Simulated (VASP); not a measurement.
Ag: single point with PBEsol

The system is Ag.

```
Ag
1.0
     2.96363    0.00000    0.00000
    -1.48181    2.56658    0.00000
     0.00000    0.00000    9.63949
Ag
4
Cartesian
  0.0000 1.7111 2.4099
  1.4818 0.8555 7.2296
  0.0000 0.0000 0.0000
  0.0000 0.0000 4.8197
```

This isn't the form of Ag at room conditions, which is fcc.

```
Program                : VASP 6.6.1
Task                   : single point
Functional             : PBEsol
Potentials or basis    : VASP PAW PBE potentials, release 64 (Ag)
Cutoff                 : 520 eV
k mesh                 : 18 × 18 × 4
Occupations            : gaussian, width 0.1 eV
Spin                   : no spin polarisation
Dipole correction      : no
Further INCAR settings : ALGO = Fast; EDIFF = 1e-07; NBANDS = 30
```

The pressure is -8.7 GPa. The band gap on the k mesh is zero (bands 22 and 23 overlap by 6.18 eV).

Stress tensor (GPa, compression positive):
```
-8.72  0.00  0.00
 0.00 -8.72  0.00
 0.00  0.00 -8.62
```

Levels at points of the mesh, in eV from the Fermi level:
```
           k point  band 20  band 21  band 22  band 23  band 24  band 25
(0.00, 0.00, 0.00)    -3.30    -3.30    -2.95    -2.95    -0.24     3.24
(0.50, 0.00, 0.00)    -2.76    -0.12     0.78     0.89     1.42     3.89
(0.00, 0.00, 0.50)    -3.09    -3.09    -3.09    -2.30    -2.30     6.10
(0.50, 0.00, 0.50)    -2.80     0.24     0.24     1.28     1.28     4.39
```

It took 90 s on 1 thread of Intel(R) Xeon(R) 6975P-C (Granite Rapids), on a shared host, peak memory 0.32 GiB.

Caveat: the cell stands under tension; the PAW data sets were made with another functional, which shifts forces and pressure a little.
